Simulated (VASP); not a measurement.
# TiB2 (P6/mmm) in VASP: a series of runs

Runs on TiB2. Level: PBEsol. Tasks: vibrations by perturbation theory, electric field gradients.

Everything below comes from runs of VASP 6.6.1. Logs are shortened: lines on timing, memory, paths and dates and some standing lists are left out, and cuts for length are marked.

### Step 1. The cell of the first run

The structure is hexagonal, space group P6/mmm (No. 191). Conventional cell: a = 3.018 Å, b = 3.018 Å, c = 3.185 Å, α = 90.00°, β = 90.00°, γ = 120.00°. Within 3.1 Å of Ti (site symmetry 6/mmm) lie 12 B at 2.36 Å and 6 Ti at 3.02 Å. Within 2.3 Å of B (site symmetry -6m2) lie 3 B at 1.74 Å.

### Step 2. Vibrations by perturbation theory, PBEsol

File INCAR:

```
SYSTEM = TiB2
PREC = Accurate
ENCUT = 520
EDIFF = 1E-8
ISMEAR = -1
SIGMA = 0.15
LREAL = .FALSE.
LASPH = .TRUE.
NELM = 100
ALGO = Normal
ISIF = 2
LWAVE = .FALSE.
LCHARG = .TRUE.
GGA = PS
NBANDS = 16
IBRION = 8
NSW = 1
```

File KPOINTS:

```
Automatic mesh
0
G
  15 15 14
  0 0 0
```

File POSCAR:

```
TiB2
1.0
    3.0179700781      0.0000000000      0.0000000000
   -1.5089850391      2.6136387555      0.0000000000
    0.0000000000      0.0000000000      3.1849954425
Ti B
1 2
Direct
    0.0000000000      0.0000000000      0.0000000000
    0.3333333333      0.6666666667      0.5000000000
    0.6666666667      0.3333333333      0.5000000000
```

Potentials or basis: VASP PAW PBE potentials, release 64 (Ti_sv, B).

The run is started by

```sh
> cat potpaw_PBE.64/Ti_sv/POTCAR potpaw_PBE.64/B/POTCAR > POTCAR
> mpirun -np 1 vasp_std > vasp.out
```

OUTCAR:

```text
SYSTEM = TiB2
   PREC = Accurate
   ENCUT = 520
   EDIFF = 1E-8
   ISMEAR = -1
   LREAL = .FALSE.
   LASPH = .TRUE.
   NELM = 100
   ISIF = 2
   GGA = PS
   IBRION = 8
   NSW = 1

 ion  position               nearest neighbor table
   1  0.000  0.000  0.000-   2 2.36   3 2.36   2 2.36   3 2.36   3 2.36   3 2.36   2 2.36   2 2.36
                             3 2.36   3 2.36   2 2.36   2 2.36
   2  0.333  0.667  0.500-   3 1.74   3 1.74   3 1.74   1 2.36   1 2.36   1 2.36   1 2.36   1 2.36
                             1 2.36
   3  0.667  0.333  0.500-   2 1.74   2 1.74   2 1.74   1 2.36   1 2.36   1 2.36   1 2.36   1 2.36
                             1 2.36

  LATTYP: Found a hexagonal cell.
 ALAT       =     3.0179700781
 C/A-ratio  =     1.0553436118

  Lattice vectors:

 A1 = (   3.0179700781,   0.0000000000,   0.0000000000)
 A2 = (  -1.5089850391,   2.6136387555,   0.0000000000)
 A3 = (   0.0000000000,   0.0000000000,   3.1849954425)

Analysis of symmetry for initial positions (statically):
=====================================================================
 Subroutine PRICEL returns:
 Original cell was already a primitive cell.

 Routine SETGRP: Setting up the symmetry group for a
 hexagonal supercell.

 Subroutine GETGRP returns: Found 24 space group operations
 (whereof 24 operations were pure point group operations)
 out of a pool of 24 trial point group operations.

The static configuration has the point symmetry D_6h.

Analysis of symmetry for dynamics (positions and initial velocities):
=====================================================================
 Subroutine PRICEL returns:
 Original cell was already a primitive cell.

 Routine SETGRP: Setting up the symmetry group for a
 hexagonal supercell.

 Subroutine GETGRP returns: Found 24 space group operations
 (whereof 24 operations were pure point group operations)
 out of a pool of 24 trial point group operations.

The dynamic configuration has the point symmetry D_6h.

 Subroutine INISYM returns: Found 24 space group operations
 (whereof 24 operations are pure point group operations),
 and found     1 'primitive' translations

----------------------------------------------------------------------------------------

                                     Primitive cell

  volume of cell :      25.1229

  direct lattice vectors                    reciprocal lattice vectors
     3.017970078  0.000000000  0.000000000     0.331348547  0.191304173  0.000000000
    -1.508985039  2.613638755  0.000000000     0.000000000  0.382608346  0.000000000
     0.000000000  0.000000000  3.184995442     0.000000000  0.000000000  0.313972192

  length of vectors
     3.017970078  3.017970078  3.184995442     0.382608346  0.382608346  0.313972192

  position of ions in fractional coordinates (direct lattice)
     0.000000000  0.000000000  0.000000000
     0.333333333  0.666666667  0.500000000
     0.666666667  0.333333333  0.500000000

  ion indices of the primitive-cell ions
   primitive index   ion index
                 1           1
                 2           2
                 3           3

----------------------------------------------------------------------------------------

 KPOINTS: Automatic mesh

Automatic generation of k-mesh.
[... 101 lines left out ...]
 NGX is ok and might be reduce to    24
   NGX = 11   NGY = 11   NGZ = 11

--------------------------------------- Ionic step        1  -------------------------------------------

 number of electron      17.9999998 magnetization

 Free energy of the ion-electron system (eV)
  ---------------------------------------------------
  ext. energy  EPLUGINS =         0.00000000
  ---------------------------------------------------
  free energy    TOTEN  =       -25.80605675 eV

  energy without entropy =      -25.77638599  energy(sigma->0) =      -25.79122137

 E-fermi :  10.1254     XC(G=0): -12.9752

 val. band max:       10.0888418585   @ k =   0.0667   0.0667   0.3571
 cond. band min:      10.1550139055   @ k =   0.2667   0.2000   0.0000
 fundamental gap:      0.0661720471
 Fermi energy:        10.1253939542

 k-point     1 :       0.0000    0.0000    0.0000
  band No.  band energies     occupation
      1     -46.4927      2.00000
      2     -22.9503      2.00000
      3     -22.6311      2.00000
      4     -22.6311      2.00000
      5      -3.4323      2.00000
      6       7.4355      2.00000
[... 433 lines left out ...]
      3     -22.8701      2.00000
      4     -22.8271      2.00000
      5       1.2265      2.00000
      6       1.2665      2.00000
[... 8 lines left out ...]
     15      19.1179      0.00000
     16      20.2973      0.00000

 [... further k-points ...]

------------------------ aborting loop because EDIFF is reached ----------------------------------------

  FORCE on cell =-STRESS in cart. coord.  units (eV):
  Direction    XX          YY          ZZ          XY          YZ          ZX
  --------------------------------------------------------------------------------------
  -------------------------------------------------------------------------------------
  Total        0.0629208      0.0629208      0.0443155     -0.0000000      0.0000000     -0.0000000
  in kB        4.0126864      4.0126864      2.8261581     -0.0000000      0.0000000     -0.0000000
  external PRESSURE =       3.6171770 kB  Pullay stress =       0.0000000 kB

 VOLUME and BASIS-vectors are now :
 -----------------------------------------------------------------------------
  energy-cutoff  :      520.00
  volume of cell :       25.12
      direct lattice vectors                 reciprocal lattice vectors
     3.017970078  0.000000000  0.000000000     0.331348547  0.191304173  0.000000000
    -1.508985039  2.613638755  0.000000000     0.000000000  0.382608346  0.000000000
     0.000000000  0.000000000  3.184995442     0.000000000  0.000000000  0.313972192

 POSITION                                       TOTAL-FORCE (eV/Angst)
 -----------------------------------------------------------------------------------
      0.00000      0.00000      0.00000        -0.000000      0.000000      0.000000
     -0.00000      1.74243      1.59250        -0.000000      0.000000      0.000000
      1.50899      0.87121      1.59250         0.000000     -0.000000      0.000000
 -----------------------------------------------------------------------------------
    total drift:                               -0.000000      0.000000      0.000000

  FREE ENERGIE OF THE ION-ELECTRON SYSTEM (eV)
  ---------------------------------------------------
  free  energy   TOTEN  =       -25.8060567459 eV

  energy  without entropy=      -25.7763859939  energy(sigma->0) =      -25.79122137

[... ionic steps 2 to 3 ...]

--------------------------------------- Ionic step        4  -------------------------------------------

------------------------ aborting loop because EDIFF is reached ----------------------------------------
[... 11 lines left out ...]
[... ionic steps 8 to 8 ...]

--------------------------------------- Ionic step        9  -------------------------------------------

 Free energy of the ion-electron system (eV)
  ---------------------------------------------------
  ---------------------------------------------------
  free energy    TOTEN  =        -0.04476545 eV

  energy without entropy =       -0.04476545

------------------------ aborting loop because EDIFF is reached ----------------------------------------

 INTERNAL STRAIN TENSOR  FOR ION    2  DIRECTION 3   (eV/Angst):
 -----------------------------------------------------------------------------
    -0.00125  0.00000 -0.00000
    -0.00000 -0.00125 -0.00000
     0.00000 -0.00000 -0.00161

 INTERNAL STRAIN TENSOR FOR ION    3 for displacements in x,y,z  (eV/Angst):
          X           Y           Z          XY          YZ          ZX
  --------------------------------------------------------------------------------
  x    -0.00000     0.00000    -0.00000     3.71643     0.00000     0.00000
  y     3.71643    -3.71643    -0.00000     0.00000     0.00000     0.00000
  z     0.00000     0.00000     0.00000    -0.00000    -0.00000    -0.00000

 SECOND DERIVATIVES (NOT SYMMETRIZED)
 ------------------------------------
               1X          1Y          1Z          2X          2Y          2Z          3X          3Y          3Z
  1X   -15.140623    0.000000    0.000000    7.570312   -0.000000    0.000000    7.570312   -0.000000    0.000000
  1Y     0.000000  -15.140623    0.000000   -0.000000    7.570312    0.000000   -0.000000    7.570312    0.000000
  1Z     0.000000    0.000000  -15.286635    0.000000    0.000000    7.643317    0.000000    0.000000    7.643317
  2X     7.560942   -0.000000    0.000000  -20.222502    0.000000    0.000000   12.661560   -0.000000    0.000000
  2Y    -0.000000    7.560942    0.000000    0.000000  -20.222502    0.000000   -0.000000   12.661560    0.000000
  2Z     0.000000   -0.000000    7.650849    0.000000    0.000000  -10.139248    0.000000   -0.000000    2.488399
  3X     7.560942   -0.000000    0.000000   12.661560   -0.000000    0.000000  -20.222502    0.000000    0.000000
  3Y    -0.000000    7.560942    0.000000   -0.000000   12.661560    0.000000    0.000000  -20.222502    0.000000
  3Z     0.000000   -0.000000    7.650849    0.000000   -0.000000    2.488399    0.000000    0.000000  -10.139248

 Eigenvectors and eigenvalues of the dynamical matrix
 ----------------------------------------------------

   1 f  =   27.265315 THz   171.313028 2PiTHz  909.473018 cm-1   112.760232 meV
             X         Y         Z           dx          dy          dz
      0.000000  0.000000  0.000000     0.000000    0.000000    0.000000
     -0.000000  1.742426  1.592498    -0.479166    0.520000    0.000000
      1.508985  0.871213  1.592498     0.479166   -0.520000    0.000000
[... 43 lines left out ...]
   9 f/i=    0.004517 THz     0.028384 2PiTHz    0.150687 cm-1     0.018683 meV
             X         Y         Z           dx          dy          dz
      0.000000  0.000000  0.000000    -0.355079    0.750036    0.000000
     -0.000000  1.742426  1.592498    -0.168830    0.356621    0.000000
      1.508985  0.871213  1.592498    -0.168830    0.356621    0.000000

--------------------------------------------------------------------------------------------------------

 ELASTIC MODULI CONTR FROM IONIC RELAXATION (kBar)
 Direction    XX          YY          ZZ          XY          YZ          ZX
 --------------------------------------------------------------------------------
 XX         -53.5721     53.5721      0.0000      0.0000     -0.0000     -0.0000
 YY          53.5721    -53.5721     -0.0000      0.0000      0.0000      0.0000
 ZZ           0.0000     -0.0000     -0.0000      0.0000      0.0000      0.0000
 XY           0.0000      0.0000      0.0000    -53.5721     -0.0000     -0.0000
 YZ          -0.0000      0.0000      0.0000     -0.0000     -0.0000     -0.0000
 ZX          -0.0000      0.0000      0.0000     -0.0000     -0.0000     -0.0000
 --------------------------------------------------------------------------------
```

Run time: 11 min. Hardware: 1 thread of Intel Xeon Platinum 8488C (Sapphire Rapids), shared host; peak memory 0.79 GiB.

Results:

```
Highest phonon frequency at Γ, LO-TO splitting left out : 909 cm⁻¹
```

Phonon frequencies in cm⁻¹ (negative: imaginary):
```csv
q point,frequencies
"(0.000, 0.000, 0.000)",0 0 0 526 526 528 564 909 909
```

Caveat: the PAW data sets were made with another functional, which shifts forces and pressure a little.

### Step 3. Electric field gradients, PBEsol

File INCAR:

```
ALGO = Normal ; EDIFF = 1E-8
ENCUT = 520 ; GGA = PS
ISIF = 2 ; ISMEAR = -1
LASPH = T ; LCHARG = F
LEFG = T ; LREAL = F
LWAVE = F ; NBANDS = 16
NELM = 80 ; PREC = Accurate
SIGMA = 0.15
```

File KPOINTS:

```
k-points
0
Gamma
  15 15 14
```

POSCAR is that of step 2.

Potentials or basis: VASP PAW PBE potentials, release 64 (Ti_sv, B).

The run is started by

```sh
> cat potpaw_PBE.64/Ti_sv/POTCAR potpaw_PBE.64/B/POTCAR > POTCAR
> mpirun -np 1 vasp_std > vasp.out
```

OUTCAR:

```text
EDIFF = 1E-8
   ENCUT = 520
   GGA = PS
   ISIF = 2
   ISMEAR = -1
   LASPH = T
   LREAL = F
   NELM = 80
   PREC = Accurate

 ion  position               nearest neighbor table
   1  0.000  0.000  0.000-   2 2.36   3 2.36   2 2.36   3 2.36   3 2.36   3 2.36   2 2.36   2 2.36
                             3 2.36   3 2.36   2 2.36   2 2.36
   2  0.333  0.667  0.500-   3 1.74   3 1.74   3 1.74   1 2.36   1 2.36   1 2.36   1 2.36   1 2.36
                             1 2.36
   3  0.667  0.333  0.500-   2 1.74   2 1.74   2 1.74   1 2.36   1 2.36   1 2.36   1 2.36   1 2.36
                             1 2.36

  LATTYP: Found a hexagonal cell.
 ALAT       =     3.0179700781
 C/A-ratio  =     1.0553436118

  Lattice vectors:

 A1 = (   3.0179700781,   0.0000000000,   0.0000000000)
 A2 = (  -1.5089850391,   2.6136387555,   0.0000000000)
 A3 = (   0.0000000000,   0.0000000000,   3.1849954425)

Analysis of symmetry for initial positions (statically):
=====================================================================
 Subroutine PRICEL returns:
 Original cell was already a primitive cell.

 Routine SETGRP: Setting up the symmetry group for a
 hexagonal supercell.

 Subroutine GETGRP returns: Found 24 space group operations
 (whereof 24 operations were pure point group operations)
 out of a pool of 24 trial point group operations.

The static configuration has the point symmetry D_6h.

Analysis of symmetry for dynamics (positions and initial velocities):
=====================================================================
 Subroutine PRICEL returns:
 Original cell was already a primitive cell.

[... 166 lines left out ...]
      1     -46.4927      2.00000
      2     -22.9503      2.00000
      3     -22.6311      2.00000
      4     -22.6311      2.00000
      5      -3.4323      2.00000
      6       7.4355      2.00000
[... 433 lines left out ...]
      3     -22.8701      2.00000
      4     -22.8271      2.00000
      5       1.2265      2.00000
      6       1.2665      2.00000
[... 8 lines left out ...]
     15      19.1179      0.00000
     16      20.2973      0.00000

 [... further k-points ...]
[... 5 lines left out ...]
  --------------------------------------------------------------------------------------
  -------------------------------------------------------------------------------------
  Total        0.0629208      0.0629208      0.0443155     -0.0000000     -0.0000000      0.0000000
  in kB        4.0126864      4.0126864      2.8261581     -0.0000000     -0.0000000      0.0000000
  external PRESSURE =       3.6171770 kB  Pullay stress =       0.0000000 kB

 VOLUME and BASIS-vectors are now :
 -----------------------------------------------------------------------------
  energy-cutoff  :      520.00
  volume of cell :       25.12
      direct lattice vectors                 reciprocal lattice vectors
     3.017970078  0.000000000  0.000000000     0.331348547  0.191304173  0.000000000
    -1.508985039  2.613638755  0.000000000     0.000000000  0.382608346  0.000000000
     0.000000000  0.000000000  3.184995442     0.000000000  0.000000000  0.313972192

 POSITION                                       TOTAL-FORCE (eV/Angst)
 -----------------------------------------------------------------------------------
      0.00000      0.00000      0.00000         0.000000      0.000000      0.000000
     -0.00000      1.74243      1.59250        -0.000000      0.000000     -0.000000
      1.50899      0.87121      1.59250         0.000000     -0.000000      0.000000
 -----------------------------------------------------------------------------------
    total drift:                               -0.000000      0.000000      0.000000

  FREE ENERGIE OF THE ION-ELECTRON SYSTEM (eV)
  ---------------------------------------------------
  free  energy   TOTEN  =       -25.8060567452 eV

  energy  without entropy=      -25.7763859932  energy(sigma->0) =      -25.79122137

 Electric field gradients (V/A^2)
---------------------------------------------------------------------
 ion       V_xx      V_yy      V_zz      V_xy      V_xz      V_yz
---------------------------------------------------------------------
   1      -8.658    -8.659    17.317    -0.001    -0.000     0.000
   2      -2.125    -2.125     4.251     0.000     0.000    -0.000
   3      -2.125    -2.125     4.251     0.000    -0.000    -0.000
---------------------------------------------------------------------

 Electric field gradients after diagonalization (V/A^2)
 (convention: |V_zz| > |V_xx| > |V_yy|)
----------------------------------------------------------------------
 ion       V_xx      V_yy      V_zz     asymmetry (V_yy - V_xx)/ V_zz
----------------------------------------------------------------------
   1      -8.660    -8.657    17.317       0.000
   2      -2.125    -2.125     4.251       0.000
   3      -2.125    -2.125     4.251       0.000
----------------------------------------------------------------------

           NMR quadrupolar parameters

 Cq : quadrupolar parameter    Cq=e*Q*V_zz/h
 eta: asymmetry parameters     (V_yy - V_xx)/ V_zz
 Q  : nuclear electric quadrupole moment in mb (millibarn)
----------------------------------------------------------------------
 ion       Cq(MHz)       eta       Q (mb)
----------------------------------------------------------------------
   1       0.042       0.000       1.000
   2       0.010       0.000       1.000
   3       0.010       0.000       1.000
----------------------------------------------------------------------
```

Wall time 3.5 min (1 thread of AMD EPYC 7R13, shared host); peak memory 0.18 GiB.

What came out:

| Property | Result |
| --- | --- |
| Free energy | -25.8061 eV |
| Pressure | 0.4 GPa |
| Band gap on the k mesh | zero (band 9 reaches 10.51 eV, above the bottom of band 10 at 9.88 eV) |

Levels at points of the mesh, in eV from the Fermi level:
| k point | band 7 | band 8 | band 9 | band 10 | band 11 | band 12 |
| --- | --- | --- | --- | --- | --- | --- |
| (0.00, 0.00, 0.00) | -2.69 | -2.18 | -2.16 | 1.98 | 1.98 | 3.86 |
| (0.00, 0.00, 0.50) | -0.54 | -0.54 | -0.24 | -0.24 | 0.46 | 0.46 |

Electric field gradients, principal values (V/Å²):
| atom | least | middle | greatest (by size) |
| --- | --- | --- | --- |
| 1 Ti | -8.657 | -8.660 | 17.317 |
| 2 B | -2.125 | -2.125 | 4.251 |
| 3 B | -2.125 | -2.125 | 4.251 |

Caveat: without QUAD_EFG the Cq values of the log hold for a quadrupole moment of 1 mb, not for the nuclei; the PAW data sets were made with another functional, which shifts forces and pressure a little.
